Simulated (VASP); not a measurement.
Set up this calculation in VASP 6.6.1, as the native input.

* Task: single point
* Functional: r2SCAN
* Potentials or basis: VASP PAW PBE potentials, release 64 (W_sv, C)
* Cutoff: 520 eV
* k mesh: 14 × 14 × 12
* Occupations: gaussian, width 0.05 eV
* Spin: no spin polarisation
* Dipole correction: no
* Further INCAR settings: ALGO = Normal; EDIFF = 1e-07; NBANDS = 16

The system is WC.

```
W C
1.0
     2.95355    0.00000    0.00000
    -1.47678    2.55785    0.00000
     0.00000    0.00000    2.86773
W C
1 1
Direct
  0.00000 0.00000 0.00000
  0.66667 0.33333 0.50000
```

This cell differs from its parent crystal: volume scaled by 1.040.

One way to write it, as run:

POSCAR

```
WC
1.0
    2.9535524765      0.0000000000      0.0000000000
   -1.4767762382      2.5578514760      0.0000000000
    0.0000000000      0.0000000000      2.8677258905
W C
1 1
Direct
    0.0000000000      0.0000000000      0.0000000000
    0.6666666667      0.3333333333      0.5000000000
```

INCAR.step1

```
SYSTEM = WC
  ALGO = Normal
  EDIFF = 1E-4
  ENCUT = 520
  GGA = PE
  ISMEAR = 0
  LASPH = .True.
  LCHARG = .False.
  LREAL = .False.
  LWAVE = .True.
  NBANDS = 16
  NELM = 60
  PREC = Accurate
  SIGMA = 0.05
```

INCAR.step2

```
SYSTEM = WC
  ALGO = Normal
  EDIFF = 1E-7
  ENCUT = 520
  ISIF = 2
  ISMEAR = 0
  ISTART = 1
  LASPH = .True.
  LCHARG = .True.
  LELF = .True.
  LMIXTAU = .True.
  LREAL = .False.
  LVHAR = .True.
  LWAVE = .False.
  METAGGA = R2SCAN
  NBANDS = 16
  NELM = 60
  PREC = Accurate
  SIGMA = 0.05
```

KPOINTS

```
k-points
0
Gamma
  14 14 12
  0 0 0
```

Potentials or basis: VASP PAW PBE potentials, release 64 (W_sv, C).

Command:

```console
$ cat potpaw_PBE.64/W_sv/POTCAR potpaw_PBE.64/C/POTCAR > POTCAR
$ cp INCAR.step1 INCAR
$ mpirun -np 1 vasp_std > vasp.out
$ cp INCAR.step2 INCAR
$ mpirun -np 1 vasp_std > vasp.out
```

It gave:

- Pressure: -12.9 GPa
- Band gap on the k mesh: zero (band 9 reaches 11.11 eV, above the bottom of band 10 at 9.84 eV)

Caveat: the PAW data sets were made with another functional, which shifts forces and pressure a little; spin-orbit coupling is left out, which moves the levels of the heavy elements.

Wall time 3.5 min on 1 thread of AMD EPYC 7R13 Processor (Zen 3), on a shared host, peak memory 0.16 GiB.
